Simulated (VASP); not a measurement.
Set up this calculation in VASP 6.6.1, as the native input.

| Quantity | Value |
| --- | --- |
| Task | single point |
| Functional | PBE |
| Potentials or basis | VASP PAW PBE potentials, release 64 (Hf_pv, B) |
| Cutoff | 520 eV |
| k mesh | 6 × 6 × 5 |
| Occupations | fermi-dirac, width 0.05 eV |
| Spin | no spin polarisation |
| Dipole correction | no |
| Further INCAR settings | ALGO = Normal; EDIFF = 1e-06; NBANDS = 15 |

The structure of HfB2 lies in POSCAR:

```
HfB2
1.0
    3.1400000000      0.0000000000      0.0000000000
   -1.5700000000      2.7193197679      0.0000000000
    0.0000000000      0.0000000000      3.4800000000
Hf B
1 2
Direct
    0.0000000000      0.0000000000      0.0000000000
    0.6666666667      0.3333333333      0.5000000000
    0.3333333333      0.6666666667      0.5000000000
```

These files were run (other wordings do the same):

INCAR

```
PREC = Accurate ; ENCUT = 520
EDIFF = 1E-6 ; ISMEAR = -1
SIGMA = 0.05 ; LREAL = F
LASPH = T ; NELM = 60
ALGO = Normal ; ISIF = 2
LWAVE = F ; LCHARG = T
GGA = PE ; LELF = T
LVHAR = T ; NBANDS = 15
```

KPOINTS

```
Automatic mesh
0
Gamma
  6 6 5
```

Potentials or basis: VASP PAW PBE potentials, release 64 (Hf_pv, B).

The run is started by

```sh
$ cat potpaw_PBE.64/Hf_pv/POTCAR potpaw_PBE.64/B/POTCAR > POTCAR
$ mpirun -np 1 vasp_std > vasp.out
```

It gave:

- Pressure: 1.2 GPa
- Band gap on the k mesh: zero (band 8 reaches 8.15 eV, above the bottom of band 9 at 7.37 eV)

Caveat: the k points lie up to 0.39 Å⁻¹ apart; spin-orbit coupling is left out, which moves the levels of the heavy elements.

Run time: 7.7 s on 1 thread of Intel(R) Xeon(R) Platinum 8259CL CPU @ 2.50GHz (Skylake/Cascade Lake), with other jobs on the host, peak memory 0.14 GiB.
